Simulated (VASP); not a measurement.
# SnO: single point with PBE

Crystal: SnO.

```
CELL_PARAMETERS angstrom
-3.89138 -0.00012 -0.00229
-0.00325 0.00185 -5.08224
-0.00070 -7.68836 0.00296
ATOMIC_POSITIONS crystal
Sn 0.50036 0.77186 0.99990
Sn 0.50036 0.77186 0.49990
Sn 0.99964 0.22814 0.75010
Sn 0.99964 0.22814 0.25010
O 0.99996 0.99772 0.99999
O 0.99996 0.99773 0.49999
O 0.50004 0.00227 0.75001
O 0.50004 0.00228 0.25001
```

```json
{
 "Program": "VASP 6.6.1",
 "Task": "single point",
 "Functional": "PBE",
 "Potentials or basis": "VASP PAW PBE potentials, release 64 (Sn_d, O)",
 "Cutoff": "520 eV",
 "k mesh": "4 × 4 × 2",
 "Occupations": "gaussian, width 0.1 eV",
 "Spin": "no spin polarisation"
}
```

| Item | Value |
| --- | --- |
| Pressure | 0.2 GPa |
| Largest force | 0.073 eV/Å |
| Band gap on the k mesh | 0.52 eV |

Forces on the atoms (eV/Å):
```
Sn   0.001  0.000  0.073
Sn   0.001  0.000  0.072
Sn  -0.001  0.000 -0.072
Sn  -0.001  0.000 -0.073
O    0.000  0.000  0.001
O    0.000  0.000  0.001
O    0.000  0.000 -0.001
O    0.000  0.000 -0.001
```

Stress tensor (GPa, compression positive):
```
 0.18 -0.01 -0.02
-0.01  0.26  0.01
-0.02  0.01  0.26
```

Levels at points of the mesh, in eV from the valence-band top:
```tsv
k point	band 38	band 39	band 40	band 41	band 42	band 43
(0.00, 0.00, 0.00)	-2.31	-2.30	0.00	1.90	2.98	2.99
(0.50, 0.00, 0.00)	-2.24	-1.73	-1.73	0.52	0.52	3.06
(0.00, 0.50, 0.00)	-1.94	-1.53	-1.52	1.73	2.47	2.48
(0.50, 0.50, 0.00)	-2.23	-1.54	-1.53	2.45	2.46	2.62
(0.00, 0.00, 0.50)	-3.24	-0.34	-0.34	2.95	2.95	3.24
(0.50, 0.00, 0.50)	-2.10	-2.09	-2.09	2.02	2.02	2.03
(0.00, 0.50, 0.50)	-1.79	-1.60	-1.60	1.68	1.68	2.87
(0.50, 0.50, 0.50)	-1.85	-1.84	-1.84	2.76	2.76	2.77
```

It took 6.8 min on 1 thread of Intel(R) Xeon(R) Platinum 8259CL CPU @ 2.50GHz (Skylake/Cascade Lake) (shared host), peak memory 0.31 GiB.

Caveat: spin-orbit coupling is left out, which moves the levels of the heavy elements. A k mesh can miss the band edges.
